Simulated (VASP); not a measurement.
Write the native input for VASP 6.6.1 that does the following.

| Quantity | Value |
| --- | --- |
| Task | single point |
| Functional | PBEsol |
| Potentials or basis | VASP PAW PBE potentials, release 64 (Se, Zn) |
| Cutoff | 520 eV |
| k mesh | 12 × 12 × 12 |
| Occupations | gaussian, width 0.05 eV |
| Spin | no spin polarisation |
| Dipole correction | no |
| Further INCAR settings | ALGO = Normal; EDIFF = 1e-06; NBANDS = 16 |

The structure of ZnSe lies in POSCAR:

```
ZnSe
1.0
    0.0000000000      2.6691989034      2.6691989034
    2.6691989034      0.0000000000      2.6691989034
    2.6691989034      2.6691989034      0.0000000000
Se Zn
1 1
Direct
    0.0000000000      0.0000000000      0.0000000000
    0.5000000000      0.5000000000      0.5000000000
```

This cell differs from its parent crystal: volume scaled by 1.040.

These files were run (other wordings do the same):

INCAR

```
PREC = Accurate ; ENCUT = 520
EDIFF = 1E-6 ; ISMEAR = 0
SIGMA = 0.05 ; LREAL = False
LASPH = True ; NELM = 100
ALGO = Normal ; ISIF = 2
LWAVE = False ; LCHARG = False
GGA = PS ; NBANDS = 16
```

KPOINTS

```
Automatic mesh
0
Gamma
  12 12 12
```

Potentials or basis: VASP PAW PBE potentials, release 64 (Se, Zn).

Launch:

```console
$ cat potpaw_PBE.64/Se/POTCAR potpaw_PBE.64/Zn/POTCAR > POTCAR
$ mpirun -np 1 vasp_std > vasp.out
```

Results of the run:

```json
{
  "Pressure": "-2.6 GPa",
  "Band gap on the k mesh": "zero (band 9 reaches 3.18 eV, above the bottom of band 10 at 2.05 eV)"
}
```

Caveat: the PAW data sets were made with another functional, which shifts forces and pressure a little.

Wall time 68 s on 1 thread of AMD EPYC 7R13, with other jobs on the host, peak memory 0.16 GiB.
